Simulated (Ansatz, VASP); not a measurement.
# SiO2: VASP beside Ansatz

```
Si O
1.0
    -1.77911    1.77911    4.28552
     1.77911   -1.77911    4.28552
     1.77911    1.77911   -4.28552
Si O
2 4
Direct
  0.75000 0.25000 0.50000
  0.00000 0.00000 0.00000
  0.54095 0.04095 0.50000
  0.79095 0.79095 0.00000
  0.20905 0.20905 0.00000
  0.95905 0.45905 0.50000
```

Alike in both runs: task single point; functional r2SCAN; k mesh 8 × 8 × 8; no spin polarisation.

```csv
,VASP,Ansatz
version,VASP 6.6.1,Ansatz 0.2.0
potentials or method,"VASP PAW PBE potentials, release 64 (Si, O)","plane waves, PAW"
plane-wave cutoff (eV),520,500
occupations,"gaussian, width 0.01 eV",fixed
valence electrons in the cell,32,32
```

```csv
,VASP,Ansatz,Ansatz less VASP
gap on the k mesh at the Fermi level (eV),6.22,6.23,+0.008
pressure (GPa),-15.3,-15.6,-0.33
"traceless stress, the component that is largest in VASP (GPa)",-1.53,-1.99,-0.456
rms of the force components (eV/Å),0.251,0.255,+0.0042
```

VASP's potentials were made for PBE, not for r2SCAN. Atom by atom the forces differ by 0.004 eV/Å (rms over components).
